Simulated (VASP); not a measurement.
Set up this calculation in VASP 6.6.1, as the native input.

```yaml
Task: relaxation of cell and atoms
Functional: PBE
Potentials_or_basis: VASP PAW PBE potentials, release 64 (Sn_d, Se)
Cutoff: 600 eV
k_mesh: 4 × 4 × 4
Occupations: gaussian, width 0.1 eV
Spin: no spin polarisation
Dipole_correction: no
Further_INCAR_settings: ALGO = Normal; EDIFF = 1e-07; IBRION = 2; EDIFFG = -0.04; NSW = 90; ISIF = 3
```

The structure of SnSe4 lies in POSCAR:

```
SnSe4
1.0
    5.3603027000      0.0000000000      0.0000000000
    0.0000000000      5.3603027000      0.0000000000
    0.0000000000      0.0000000000      5.3603027000
Sn Se
1 4
Direct
    0.0000000000      0.0000000000      0.0000000000
    0.2500000000      0.2500000000      0.2500000000
    0.7500000000      0.7500000000      0.2500000000
    0.2500000000      0.7500000000      0.7500000000
    0.7500000000      0.2500000000      0.7500000000
```

The cell was built from a structure type or drawn by symmetry, and may not be a known phase.

These files were run (other wordings do the same):

INCAR

```
PREC     = Accurate       # precision mode
ENCUT    = 600            # plane-wave cutoff, eV
EDIFF    = 1E-7           # SCF threshold, eV
ISMEAR   = 0              # smearing method
SIGMA    = 0.1            # smearing width, eV
LREAL    = F              # projectors in reciprocal space
LASPH    = T              # aspherical terms in the spheres
NELM     = 100            # most SCF steps
ALGO     = Normal         # electronic algorithm
ISIF     = 3              # what is computed and relaxed
LWAVE    = F              # write WAVECAR
LCHARG   = F              # write CHGCAR
GGA      = PE             # functional
IBRION   = 2              # ionic algorithm
NSW      = 90             # ionic steps
EDIFFG   = -0.04          # ionic threshold
```

KPOINTS

```
Automatic mesh
0
Gamma
  4 4 4
```

Potentials or basis: VASP PAW PBE potentials, release 64 (Sn_d, Se).

Launch:

```console
$ cat potpaw_PBE.64/Sn_d/POTCAR potpaw_PBE.64/Se/POTCAR > POTCAR
$ mpirun -np 1 vasp_std > vasp.out
```

Results of the run:

```
Relaxed volume                        : 26.86 Å³/atom
Relaxed cell                          : a = 5.121 Å, b = 5.121 Å, c = 5.121 Å, α = 90.00°, β = 90.00°, γ = 90.00°
Space group after relaxing (to 0.1 Å) : P-43m (No. 215)
Energy gained by relaxing             : 374.4 meV/atom
Ionic steps                           : 19
Pressure after relaxing               : 0.0 GPa
Band gap on the k mesh                : zero (bands 19 and 20 overlap by 0.53 eV)
```

Caveat: semilocal functionals underestimate gaps, so a narrow gap can read as zero; spin-orbit coupling is left out, which moves the levels of the heavy elements.

Wall time 16 min on 1 thread of Intel Xeon 8259CL, with other jobs on the host, peak memory 0.36 GiB.
